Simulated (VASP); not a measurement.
# In (I4/mmm) in VASP: single point with PBE

Aim: the single point of In with PBE.

Program: VASP 6.6.1. These are calculated values, not measurements. Logs are shortened: lines on timing, memory, paths and dates and some standing lists are left out, and cuts for length are marked.

**1. The cell of the first run**

Symmetry: I4/mmm, No. 139, tetragonal system. Conventional cell: a = 3.251 Å, b = 3.251 Å, c = 4.947 Å, α = 90.00°, β = 90.00°, γ = 90.00°. Within 4.3 Å of In (site symmetry 4/mmm) lie 12 In at 3.25 to 3.38 Å.

**2. Single point, PBE**

INCAR

```
SYSTEM = In
PREC     = Accurate       ! precision mode
ENCUT    = 520            ! plane-wave cutoff, eV
EDIFF    = 1E-7           ! SCF threshold, eV
ISMEAR   = -1             ! smearing method
SIGMA    = 0.1            ! smearing width, eV
LREAL    = .FALSE.        ! projectors in reciprocal space
LASPH    = .TRUE.         ! aspherical terms in the spheres
NELM     = 100            ! most SCF steps
ALGO     = Normal         ! electronic algorithm
ISIF     = 2              ! what is computed and relaxed
LWAVE    = .FALSE.        ! write WAVECAR
LCHARG   = .FALSE.        ! write CHGCAR
GGA      = PE             ! functional
NBANDS   = 12             ! bands
```

KPOINTS

```
Automatic mesh
0
G
  8 8 8
  0 0 0
```

POSCAR

```
In
1.0
   -1.6254700000      1.6254700000      2.4737000000
    1.6254700000     -1.6254700000      2.4737000000
    1.6254700000      1.6254700000     -2.4737000000
In
1
Direct
    0.0000000000      0.0000000000      0.0000000000
```

Potentials or basis: VASP PAW PBE potentials, release 64 (In_d).

Launch:

```bash
cat potpaw_PBE.64/In_d/POTCAR > POTCAR
mpirun -np 1 vasp_std > vasp.out
```

OUTCAR:

```text
SYSTEM = In
   PREC = Accurate
   ENCUT = 520
   EDIFF = 1E-7
   ISMEAR = -1
   LREAL = .FALSE.
   LASPH = .TRUE.
   NELM = 100
   ISIF = 2
   GGA = PE

 ion  position               nearest neighbor table
   1  0.000  0.000  0.000-

  LATTYP: Found a body centered tetragonal cell.
 ALAT       =     3.2509400000
 C/A-ratio  =     1.5218367611

  Lattice vectors:

 A1 = (  -1.6254700000,   1.6254700000,   2.4737000000)
 A2 = (   1.6254700000,  -1.6254700000,   2.4737000000)
 A3 = (   1.6254700000,   1.6254700000,  -2.4737000000)

Analysis of symmetry for initial positions (statically):
=====================================================================
 Subroutine PRICEL returns:
 Original cell was already a primitive cell.

 Routine SETGRP: Setting up the symmetry group for a
 body centered tetragonal supercell.

 Subroutine GETGRP returns: Found 16 space group operations
 (whereof 16 operations were pure point group operations)
 out of a pool of 16 trial point group operations.

The static configuration has the point symmetry D_4h.

Analysis of symmetry for dynamics (positions and initial velocities):
=====================================================================
 Subroutine PRICEL returns:
 Original cell was already a primitive cell.

 Routine SETGRP: Setting up the symmetry group for a
 body centered tetragonal supercell.

 Subroutine GETGRP returns: Found 16 space group operations
 (whereof 16 operations were pure point group operations)
 out of a pool of 16 trial point group operations.

The dynamic configuration has the point symmetry D_4h.

 Subroutine INISYM returns: Found 16 space group operations
 (whereof 16 operations are pure point group operations),
 and found     1 'primitive' translations

----------------------------------------------------------------------------------------

                                     Primitive cell

  volume of cell :      26.1436

  direct lattice vectors                    reciprocal lattice vectors
    -1.625470000  1.625470000  2.473700000     0.000000000  0.307603339  0.202126369
     1.625470000 -1.625470000  2.473700000     0.307603339  0.000000000  0.202126369
     1.625470000  1.625470000 -2.473700000     0.307603339  0.307603339  0.000000000

  length of vectors
     3.376906444  3.376906444  3.376906444     0.368069129  0.368069129  0.435016814

  position of ions in fractional coordinates (direct lattice)
     0.000000000  0.000000000  0.000000000

  ion indices of the primitive-cell ions
   primitive index   ion index
                 1           1

----------------------------------------------------------------------------------------

 KPOINTS: Automatic mesh

Automatic generation of k-mesh.
 Grid dimensions read from file:
 generate k-points for:    8    8    8

 Generating k-lattice:

  Cartesian coordinates                     Fractional coordinates (reciprocal lattice)
     0.000000000  0.038450417  0.025265796     0.125000000  0.000000000 -0.000000000
     0.038450417  0.000000000  0.025265796     0.000000000  0.125000000 -0.000000000
     0.038450417  0.038450417  0.000000000     0.000000000  0.000000000  0.125000000

  Length of vectors
     0.046008641  0.046008641  0.054377102

  Shift w.r.t. Gamma in fractional coordinates (k-lattice)
     0.000000000  0.000000000  0.000000000

 Subroutine IBZKPT returns following result:
 ===========================================

 Found     59 irreducible k-points:

 Following reciprocal coordinates:
            Coordinates               Weight
  0.000000  0.000000  0.000000      1.000000
  0.125000  0.000000 -0.000000      8.000000
  0.250000  0.000000 -0.000000      8.000000
  0.375000  0.000000 -0.000000      8.000000
  0.500000  0.000000 -0.000000      4.000000
  0.125000  0.125000 -0.000000      8.000000
[... 16 lines left out ...]
  0.250000  0.125000  0.125000     16.000000
  0.375000  0.125000  0.125000      8.000000
 [... further k-points ...]
   k-points           NKPTS =     59   k-points in BZ     NKDIM =     59   number of bands    NBANDS=     12
   number of dos      NEDOS =    301   number of ions     NIONS =      1
   total plane-waves  NPLWV =  21952
   dimension x,y,z NGX =    28 NGY =   28 NGZ =   28
   dimension x,y,z NGXF=    56 NGYF=   56 NGZF=   56
   ions per type =               1
   NGX,Y,Z   is equivalent  to a cutoff of  13.78, 13.78, 13.78 a.u.
   NGXF,Y,Z  is equivalent  to a cutoff of  27.57, 27.57, 27.57 a.u.
 SYSTEM =  In
   PREC   = accura    normal or accurate (medium, high low for compatibility)
   ISTART =      0    job   : 0-new  1-cont  2-samecut
   ICHARG =      2    charge: 1-file 2-atom 10-const
   ISPIN  =      1    spin polarized calculation?
   LNONCOLLINEAR =      F non collinear calculations
   LSORBIT =      F    spin-orbit coupling
   LASPH  =      T    aspherical Exc in radial PAW
   ENCUT  =  520.0 eV  38.22 Ry    6.18 a.u.   6.28  6.28  6.28*2*pi/ulx,y,z
   NELM   =    100;   NELMIN=  2; NELMDL= -5     # of ELM steps
   EDIFF  = 0.1E-06   stopping-criterion for ELM
   LREAL  =      F    real-space projection
   EDIFFG = 0.1E-05   stopping-criterion for IOM
   NSW    =      0    number of steps for IOM
   IBRION =     -1    ionic relax: 0-MD 1-quasi-New 2-CG
   NFREE  =      0    steps in history (QN), initial steepest desc. (CG)
   ISIF   =      2    stress and relaxation
   ISYM   =      2    0-nonsym 1-usesym 2-fastsym
   POTIM  = 0.5000    time-step for ionic-motion
   TEBEG  =    0.0;   TEEND  =   0.0 temperature during run
   PSTRESS=    0.0 pullay stress
   NELECT =      13.0000    total number of electrons
   NUPDOWN=      -1.0000    fix difference up-down
   EMIN   =  10.00;   EMAX   =-10.00  energy-range for DOS
   EFERMI =   0.00;   METHOD = LEGACY
   ISMEAR =    -1;   SIGMA  =   0.10  broadening in eV -4-tet -1-fermi 0-gaus
   EFERMI_NEDOS =   21; number of points for ismear=-14 and -15
   IALGO  =     38    algorithm
   IMIX   =      4    mixing-type and parameters
     AMIX     =   0.40;   BMIX     =  1.00
     AMIX_MAG =   1.60;   BMIX_MAG =  1.00
  volume/ion in A,a.u.               =      26.14       176.43
  Fermi-wavevector in a.u.,A,eV,Ry     =   1.296983  2.450943 22.887245  1.682165
  Thomas-Fermi vector in A             =   2.428405
   LORBIT       =      0    0 simple, 1 ext, 2 COOP (PROOUT), +10 PAW based schemes
   GGA     = PE    functional components
   LHFCALC =     F    Hartree Fock is set to
   AEXX    =    0.0000 exact exchange contribution
   IVDW    =     0    specifies the selected vdW correction
   LEPSILON=     F    determine dielectric tensor
   LRPA    =     F    only Hartree local field effects (RPA)
 non-spin polarized calculation
  energy-cutoff  :      520.00
  volume of cell :       26.14
 maximum number of plane-waves:       720
 NGX is ok and might be reduce to    28
   NGX = 13   NGY = 13   NGZ = 13

 number of electron      13.0000006 magnetization

 Free energy of the ion-electron system (eV)
  ---------------------------------------------------
  ext. energy  EPLUGINS =         0.00000000
  ---------------------------------------------------
  free energy    TOTEN  =        -2.55264439 eV

  energy without entropy =       -2.53738095  energy(sigma->0) =       -2.54501267

 E-fermi :   7.5800     XC(G=0): -10.2572

 val. band max:        7.4791808230   @ k =  -0.3750   0.3750   0.3750
 cond. band min:       7.5991784194   @ k =  -0.3750   0.3750   0.2500
 fundamental gap:      0.1199975964
 Fermi energy:         7.5799788625

 k-point     1 :       0.0000    0.0000    0.0000
  band No.  band energies     occupation
      1      -7.1817      2.00000
      2      -7.0736      2.00000
      3      -7.0736      2.00000
      4      -6.9916      2.00000
      5      -6.8906      2.00000
      6      -2.0193      2.00000
      7      18.0768      0.00000
      8      18.0768      0.00000
      9      18.2520      0.00000
     10      19.1098      0.00000
     11      21.4880      0.00000
     12      21.6210      0.00000

 k-point     2 :       0.1250    0.0000   -0.0000
  band No.  band energies     occupation
      1      -7.1606      2.00000
      2      -7.0765      2.00000
      3      -7.0512      2.00000
      4      -6.9829      2.00000
      5      -6.8986      2.00000
      6      -1.6751      2.00000
      7      14.9203      0.00000
      8      17.4493      0.00000
      9      17.7077      0.00000
     10      18.8946      0.00000
     11      21.4630      0.00000
     12      22.4787      0.00000

 k-point     3 :       0.2500    0.0000   -0.0000
  band No.  band energies     occupation
      1      -7.1462      2.00000
      2      -7.1011      2.00000
      3      -7.0269      2.00000
      4      -6.9136      2.00000
      5      -6.8871      2.00000
      6      -0.6249      2.00000
      7      10.6845      0.00000
      8      16.2712      0.00000
      9      17.1483      0.00000
     10      18.8135      0.00000
     11      20.0517      0.00000
     12      22.5650      0.00000

 k-point     4 :       0.3750    0.0000   -0.0000
  band No.  band energies     occupation
      1      -7.1641      2.00000
      2      -7.1327      2.00000
      3      -7.0455      2.00000
      4      -6.8312      2.00000
      5      -6.8107      2.00000
      6       1.1442      2.00000
      7       6.9120      1.99749
      8      15.3920      0.00000
      9      16.7995      0.00000
     10      18.7042      0.00000
     11      19.2185      0.00000
     12      21.2579      0.00000

 k-point     5 :       0.5000    0.0000   -0.0000
  band No.  band energies     occupation
      1      -7.1780      2.00000
      2      -7.1443      2.00000
      3      -7.0586      2.00000
      4      -6.8021      2.00000
      5      -6.7642      2.00000
      6       3.2249      2.00000
      7       4.1541      2.00000
      8      15.0695      0.00000
      9      16.6922      0.00000
     10      18.6394      0.00000
     11      18.9572      0.00000
     12      20.7660      0.00000
[... 228 lines left out ...]
      1      -7.3116      2.00000
      2      -7.2389      2.00000
      3      -6.7989      2.00000
      4      -6.7817      2.00000
      5      -6.6970      2.00000
      6       5.5717      2.00000
      7       5.8834      2.00000
      8      11.0549      0.00000
      9      11.4875      0.00000
     10      14.5522      0.00000
     11      14.8717      0.00000
     12      28.0749      0.00000

 k-point    22 :       0.1250    0.1250    0.1250
  band No.  band energies     occupation
      1      -7.1471      2.00000
      2      -7.0407      2.00000
      3      -7.0086      2.00000
      4      -6.9532      2.00000
      5      -6.8524      2.00000
      6       0.3505      2.00000
      7      11.3916      0.00000
      8      11.6393      0.00000
      9      15.6035      0.00000
     10      18.1602      0.00000
     11      18.4007      0.00000
     12      21.1061      0.00000

 k-point    23 :       0.2500    0.1250    0.1250
  band No.  band energies     occupation
      1      -7.1325      2.00000
      2      -7.0838      2.00000
      3      -7.0049      2.00000
      4      -6.9043      2.00000
      5      -6.8070      2.00000
      6       2.1017      2.00000
      7       7.8358      0.14369
      8      11.4708      0.00000
      9      13.8154      0.00000
     10      17.5114      0.00000
     11      19.6388      0.00000
     12      21.7465      0.00000

 k-point    24 :       0.3750    0.1250    0.1250
  band No.  band energies     occupation
      1      -7.1221      2.00000
      2      -7.1098      2.00000
      3      -6.9735      2.00000
      4      -6.9290      2.00000
      5      -6.7699      2.00000
      6       4.0576      2.00000
      7       5.2262      2.00000
      8      11.7682      0.00000
      9      12.8469      0.00000
     10      17.2569      0.00000
     11      19.5119      0.00000
     12      25.0463      0.00000

 [... further k-points ...]
[... 5 lines left out ...]
  --------------------------------------------------------------------------------------
  -------------------------------------------------------------------------------------
  Total        0.1530234      0.1530234      0.6483384      0.0000000      0.0000000      0.0000000
  in kB        9.3778573      9.3778573     39.7326347      0.0000000      0.0000000      0.0000000
  external PRESSURE =      19.4961165 kB  Pullay stress =       0.0000000 kB

 VOLUME and BASIS-vectors are now :
 -----------------------------------------------------------------------------
  energy-cutoff  :      520.00
  volume of cell :       26.14
      direct lattice vectors                 reciprocal lattice vectors
    -1.625470000  1.625470000  2.473700000     0.000000000  0.307603339  0.202126369
     1.625470000 -1.625470000  2.473700000     0.307603339  0.000000000  0.202126369
     1.625470000  1.625470000 -2.473700000     0.307603339  0.307603339  0.000000000

 POSITION                                       TOTAL-FORCE (eV/Angst)
 -----------------------------------------------------------------------------------
      0.00000      0.00000      0.00000         0.000000      0.000000     -0.000000
 -----------------------------------------------------------------------------------
    total drift:                               -0.000000     -0.000000     -0.000000

  FREE ENERGIE OF THE ION-ELECTRON SYSTEM (eV)
  ---------------------------------------------------
  free  energy   TOTEN  =        -2.5526443895 eV

  energy  without entropy=       -2.5373809538  energy(sigma->0) =       -2.54501267
```

Wall time 11 s (1 thread of Intel Xeon 6975P-C (Granite Rapids), shared host); peak memory 0.16 GiB.

Results:

* Free energy: -2.5526 eV
* Pressure: 1.9 GPa

Stress tensor (GPa, compression positive):
```
0.94 0.00 0.00
0.00 0.94 0.00
0.00 0.00 3.97
```

Levels at points of the mesh, in eV from the Fermi level:
```
           k point  band 3  band 4  band 5  band 6  band 7  band 8  band 9  band 10
(0.00, 0.00, 0.00)  -14.65  -14.57  -14.47   -9.60   10.50   10.50   10.67    11.53
(0.50, 0.00, 0.00)  -14.64  -14.38  -14.34   -4.36   -3.43    7.49    9.11    11.06
(0.50, 0.50, 0.00)  -14.38  -14.36  -14.28   -2.01   -1.70    3.47    3.91     6.97
(0.50, 0.50, 0.50)  -14.37  -14.33  -14.33   -2.98   -2.72    4.68    4.68     8.14
```

Caveat: spin-orbit coupling is left out, which moves the levels of the heavy elements.
